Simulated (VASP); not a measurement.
# MnS (zincblende type) (F-43m) in VASP: further runs

Runs on MnS (zincblende type). Level: PBE. Tasks: electric field gradients.

All numbers are computed with VASP 6.6.1; they aren't measurements. Logs are shortened: lines on timing, memory, paths and dates and some standing lists are left out, and cuts for length are marked.

### 1 The cell of the first run

Symmetry: F-43m, No. 216, cubic system. Conventional cell: a = 5.639 Å, b = 5.639 Å, c = 5.639 Å, α = 90.00°, β = 90.00°, γ = 90.00°. Mn (site symmetry -43m) has 4 S at 2.44 Å within 3.2 Å. S (site symmetry -43m) has 4 Mn at 2.44 Å within 3.2 Å.

### 2 Electric field gradients, PBE, collinear spin, ferromagnetic start

INCAR

```
PREC     = Accurate       # precision mode
ENCUT    = 520            # plane-wave cutoff, eV
EDIFF    = 1E-8           # SCF threshold, eV
ISMEAR   = -1             # smearing method
SIGMA    = 0.05           # smearing width, eV
LREAL    = False          # projectors in reciprocal space
LASPH    = True           # aspherical terms in the spheres
NELM     = 150            # most SCF steps
ALGO     = Normal         # electronic algorithm
ISIF     = 2              # what is computed and relaxed
LWAVE    = False          # write WAVECAR
LCHARG   = False          # write CHGCAR
ISPIN    = 2              # spin polarisation
MAGMOM   = 4 0            # initial moments
LORBIT   = 11             # projections on sites
LMAXMIX  = 4              # l up to which the mixer works
GGA      = PE             # functional
LEFG     = True         
NBANDS   = 20             # bands
```

KPOINTS

```
Automatic mesh
0
Gamma
  12 12 12
```

POSCAR

```
MnS
1.0
    0.0000000000      2.8197098895      2.8197098895
    2.8197098895      0.0000000000      2.8197098895
    2.8197098895      2.8197098895      0.0000000000
Mn S
1 1
Direct
    0.0000000000      0.0000000000      0.0000000000
    0.2500000000      0.2500000000      0.2500000000
```

Potentials or basis: VASP PAW PBE potentials, release 64 (Mn_pv, S).

On the command line:

```sh
cat potpaw_PBE.64/Mn_pv/POTCAR potpaw_PBE.64/S/POTCAR > POTCAR
mpirun -np 1 vasp_std > vasp.out
```

OUTCAR:

```text
PREC = Accurate
   ENCUT = 520
   EDIFF = 1E-8
   ISMEAR = -1
   LREAL = False
   LASPH = True
   NELM = 150
   ISIF = 2
   ISPIN = 2
   LORBIT = 11
   GGA = PE

 ion  position               nearest neighbor table
   1  0.000  0.000  0.000-   2 2.44   2 2.44   2 2.44   2 2.44
   2  0.250  0.250  0.250-   1 2.44   1 2.44   1 2.44   1 2.44

  LATTYP: Found a face centered cubic cell.
 ALAT       =     5.6394197790

  Lattice vectors:

 A1 = (   0.0000000000,   2.8197098895,   2.8197098895)
 A2 = (   2.8197098895,   0.0000000000,   2.8197098895)
 A3 = (   2.8197098895,   2.8197098895,   0.0000000000)

Analysis of symmetry for initial positions (statically):
=====================================================================
 Subroutine PRICEL returns:
 Original cell was already a primitive cell.

 Routine SETGRP: Setting up the symmetry group for a
 face centered cubic supercell.

 Subroutine GETGRP returns: Found 24 space group operations
 (whereof 24 operations were pure point group operations)
 out of a pool of 48 trial point group operations.

The static configuration has the point symmetry T_d .

Analysis of symmetry for dynamics (positions and initial velocities):
=====================================================================
 Subroutine PRICEL returns:
 Original cell was already a primitive cell.

 Routine SETGRP: Setting up the symmetry group for a
 face centered cubic supercell.

 Subroutine GETGRP returns: Found 24 space group operations
 (whereof 24 operations were pure point group operations)
 out of a pool of 48 trial point group operations.

The dynamic configuration has the point symmetry T_d .

Analysis of structural, dynamic, and magnetic symmetry:
=====================================================================
 Subroutine PRICEL returns:
 Original cell was already a primitive cell.

 Routine SETGRP: Setting up the symmetry group for a
 face centered cubic supercell.

 Subroutine GETGRP returns: Found 24 space group operations
 (whereof 24 operations were pure point group operations)
[... 164 lines left out ...]
      4      -9.4612      1.00000
      5      -0.4816      1.00000
      6      -0.4816      1.00000
[... 541 lines left out ...]
     19      16.4990      0.00000
     20      18.0239      0.00000

 [... further k-points ...]

 spin component 2

 k-point     1 :       0.0000    0.0000    0.0000
  band No.  band energies     occupation
      1     -41.8264      1.00000
      2     -41.8264      1.00000
      3     -41.8264      1.00000
      4      -9.1551      1.00000
      5       1.1027      1.00000
      6       1.1027      1.00000
[... 541 lines left out ...]
     19      17.2777      0.00000
     20      18.8998      0.00000

 [... further k-points ...]

------------------------ aborting loop because EDIFF is reached ----------------------------------------

  FORCE on cell =-STRESS in cart. coord.  units (eV):
  Direction    XX          YY          ZZ          XY          YZ          ZX
  --------------------------------------------------------------------------------------
  -------------------------------------------------------------------------------------
  Total        0.0148796      0.0148796      0.0148796     -0.0000000      0.0000000      0.0000000
  in kB        0.5316886      0.5316886      0.5316886     -0.0000000      0.0000000      0.0000000
  external PRESSURE =       0.5316886 kB  Pullay stress =       0.0000000 kB

 VOLUME and BASIS-vectors are now :
 -----------------------------------------------------------------------------
  energy-cutoff  :      520.00
  volume of cell :       44.84
      direct lattice vectors                 reciprocal lattice vectors
     0.000000000  2.819709889  2.819709889    -0.177323207  0.177323207  0.177323207
     2.819709889  0.000000000  2.819709889     0.177323207 -0.177323207  0.177323207
     2.819709889  2.819709889  0.000000000     0.177323207  0.177323207 -0.177323207

 POSITION                                       TOTAL-FORCE (eV/Angst)
 -----------------------------------------------------------------------------------
      0.00000      0.00000      0.00000        -0.000000     -0.000000     -0.000000
      1.40985      1.40985      1.40985         0.000000      0.000000      0.000000
 -----------------------------------------------------------------------------------
    total drift:                               -0.000001     -0.000001     -0.000001

  FREE ENERGIE OF THE ION-ELECTRON SYSTEM (eV)
  ---------------------------------------------------
  free  energy   TOTEN  =       -14.0878077956 eV

  energy  without entropy=      -14.0829050974  energy(sigma->0) =      -14.08535645

 Electric field gradients (V/A^2)
---------------------------------------------------------------------
 ion       V_xx      V_yy      V_zz      V_xy      V_xz      V_yz
---------------------------------------------------------------------
   1       0.000     0.000    -0.000     0.003     0.003     0.003
   2      -0.000     0.000     0.000    -0.000    -0.000    -0.000
---------------------------------------------------------------------

 Electric field gradients after diagonalization (V/A^2)
 (convention: |V_zz| > |V_xx| > |V_yy|)
----------------------------------------------------------------------
 ion       V_xx      V_yy      V_zz     asymmetry (V_yy - V_xx)/ V_zz
----------------------------------------------------------------------
   1      -0.003    -0.003     0.007       0.000
   2       0.000     0.000    -0.001       0.000
----------------------------------------------------------------------

           NMR quadrupolar parameters

 Cq : quadrupolar parameter    Cq=e*Q*V_zz/h
 eta: asymmetry parameters     (V_yy - V_xx)/ V_zz
 Q  : nuclear electric quadrupole moment in mb (millibarn)
----------------------------------------------------------------------
 ion       Cq(MHz)       eta       Q (mb)
----------------------------------------------------------------------
   1       0.000       0.000       1.000
   2      -0.000       0.000       1.000
----------------------------------------------------------------------

 total charge

# of ion       s       p       d       tot
------------------------------------------
    1        0.257   6.204   4.894  11.355
    2        1.314   2.444   0.000   3.758
--------------------------------------------------
tot          1.571   8.648   4.894  15.113

 magnetization (x)

# of ion       s       p       d       tot
------------------------------------------
    1        0.049   0.064   4.244   4.357
    2        0.012   0.078   0.000   0.089
--------------------------------------------------
tot          0.061   0.142   4.244   4.446
```

It took 97 s on 1 thread of Intel Xeon Platinum 8488C (Sapphire Rapids), shared host; peak memory 0.25 GiB.

What came out:

```
Free energy                                           : -14.0878 eV
Pressure                                              : 0.1 GPa
Net moment                                            : 4.95 μB per cell
Site moments                                          : Mn +4.36; S +0.09 μB
Largest electric field gradient by atom               : under 0.05 V/Å² on every atom
Valence electrons inside the program's atomic spheres : Mn 11.36; S 3.76
```

Caveat: a cell with one magnetic atom can't hold antiferromagnetic order, which such compounds often take; semilocal functionals often make such compounds metallic where correlation or magnetic order opens a gap, which also shifts bond lengths. With open d or f shells a metallic result of PBE can be an artefact of self-interaction; +U or a hybrid may open a gap.

### 3 Electric field gradients, PBE, collinear spin, ferromagnetic start

INCAR

```
SYSTEM = MnS
PREC = Accurate
ENCUT = 520
EDIFF = 1E-8
ISMEAR = -1
SIGMA = 0.05
LREAL = .FALSE.
LASPH = .TRUE.
NELM = 150
ALGO = Normal
ISIF = 2
LWAVE = .FALSE.
LCHARG = .FALSE.
ISPIN = 2
MAGMOM = 4 0
LORBIT = 11
LMAXMIX = 4
GGA = PE
LEFG = .TRUE.
NBANDS = 20
```

KPOINTS

```
Automatic mesh
0
G
  12 12 12
  0 0 0
```

POSCAR is that of step 2.

Potentials or basis: VASP PAW PBE potentials, release 64 (Mn_pv, S).

On the command line:

```sh
cat potpaw_PBE.64/Mn_pv/POTCAR potpaw_PBE.64/S/POTCAR > POTCAR
mpirun -np 1 vasp_std > vasp.out
```

OUTCAR:

```text
SYSTEM = MnS
   PREC = Accurate
   ENCUT = 520
   EDIFF = 1E-8
   ISMEAR = -1
   LREAL = .FALSE.
   LASPH = .TRUE.
   NELM = 150
   ISIF = 2
   ISPIN = 2
   LORBIT = 11
   GGA = PE

 ion  position               nearest neighbor table
   1  0.000  0.000  0.000-   2 2.44   2 2.44   2 2.44   2 2.44
   2  0.250  0.250  0.250-   1 2.44   1 2.44   1 2.44   1 2.44

  LATTYP: Found a face centered cubic cell.
 ALAT       =     5.6394197790

  Lattice vectors:

 A1 = (   0.0000000000,   2.8197098895,   2.8197098895)
 A2 = (   2.8197098895,   0.0000000000,   2.8197098895)
 A3 = (   2.8197098895,   2.8197098895,   0.0000000000)

Analysis of symmetry for initial positions (statically):
=====================================================================
 Subroutine PRICEL returns:
 Original cell was already a primitive cell.

 Routine SETGRP: Setting up the symmetry group for a
 face centered cubic supercell.

 Subroutine GETGRP returns: Found 24 space group operations
 (whereof 24 operations were pure point group operations)
[... 1321 lines left out ...]
    total drift:                               -0.000001     -0.000001     -0.000001

  FREE ENERGIE OF THE ION-ELECTRON SYSTEM (eV)
  ---------------------------------------------------
  free  energy   TOTEN  =       -14.0878077956 eV

  energy  without entropy=      -14.0829050974  energy(sigma->0) =      -14.08535645

 Electric field gradients (V/A^2)
---------------------------------------------------------------------
 ion       V_xx      V_yy      V_zz      V_xy      V_xz      V_yz
---------------------------------------------------------------------
   1       0.000     0.000    -0.000     0.003     0.003     0.003
   2      -0.000     0.000     0.000    -0.000    -0.000    -0.000
---------------------------------------------------------------------

 Electric field gradients after diagonalization (V/A^2)
 (convention: |V_zz| > |V_xx| > |V_yy|)
----------------------------------------------------------------------
 ion       V_xx      V_yy      V_zz     asymmetry (V_yy - V_xx)/ V_zz
----------------------------------------------------------------------
   1      -0.003    -0.003     0.007       0.000
   2       0.000     0.000    -0.001       0.000
----------------------------------------------------------------------

           NMR quadrupolar parameters

 Cq : quadrupolar parameter    Cq=e*Q*V_zz/h
 eta: asymmetry parameters     (V_yy - V_xx)/ V_zz
 Q  : nuclear electric quadrupole moment in mb (millibarn)
----------------------------------------------------------------------
 ion       Cq(MHz)       eta       Q (mb)
----------------------------------------------------------------------
   1       0.000       0.000       1.000
   2      -0.000       0.000       1.000
----------------------------------------------------------------------

 total charge

# of ion       s       p       d       tot
------------------------------------------
    1        0.257   6.204   4.894  11.355
    2        1.314   2.444   0.000   3.758
--------------------------------------------------
tot          1.571   8.648   4.894  15.113

 magnetization (x)

# of ion       s       p       d       tot
------------------------------------------
    1        0.049   0.064   4.244   4.357
    2        0.012   0.078   0.000   0.089
--------------------------------------------------
tot          0.061   0.142   4.244   4.446
```

stdout:

```text
POSCAR found type information on POSCAR MnS
 POSCAR found :  2 types and       2 ions
 scaLAPACK will be used
 LDA part: xc-table for (Slater+PW92), standard interpolation
 POSCAR, INCAR and KPOINTS ok, starting setup
 FFT: planning ... GRIDC
 FFT: planning ... GRID_SOFT
 FFT: planning ... GRID
 WAVECAR not read
 entering main loop
ion   1

ion   2
```

Run time: 99 s. Hardware: 1 thread of Intel Xeon Platinum 8488C (Sapphire Rapids), shared host; peak memory 0.24 GiB.

What came out:

```yaml
Free_energy: -14.0878 eV
Pressure: 0.1 GPa
Net_moment: 4.95 μB per cell
Site_moments: Mn +4.36; S +0.09 μB
Largest_electric_field_gradient_by_atom: under 0.05 V/Å² on every atom
Valence_electrons_inside_the_program's_atomic_spheres: Mn 11.36; S 3.76
```

Levels at points of the mesh, in eV from the Fermi level:
Spin up:
| k point | band 9 | band 10 | band 11 | band 12 | band 13 | band 14 | band 15 | band 16 |
| --- | --- | --- | --- | --- | --- | --- | --- | --- |
| (0.00, 0.00, 0.00) | -3.22 | 0.16 | 0.16 | 0.16 | 0.87 | 5.80 | 5.80 | 5.80 |
| (0.50, 0.00, 0.00) | -3.11 | -2.91 | -0.83 | -0.83 | 2.87 | 6.22 | 6.22 | 6.73 |
| (0.50, 0.50, 0.00) | -3.01 | -2.74 | -2.17 | -2.17 | 2.71 | 4.26 | 8.92 | 10.53 |
Spin down:
```
           k point  band 5  band 6  band 7  band 8  band 9  band 10
(0.00, 0.00, 0.00)   -3.24   -3.24   -3.24    0.85    0.85     1.90
(0.50, 0.00, 0.00)   -5.05   -3.17   -3.17    0.91    0.97     0.97
(0.50, 0.50, 0.00)   -4.97   -3.29   -3.29    0.06    0.87     1.26
```

Caveat: a cell with one magnetic atom can't hold antiferromagnetic order, which such compounds often take; semilocal functionals often make such compounds metallic where correlation or magnetic order opens a gap, which also shifts bond lengths.
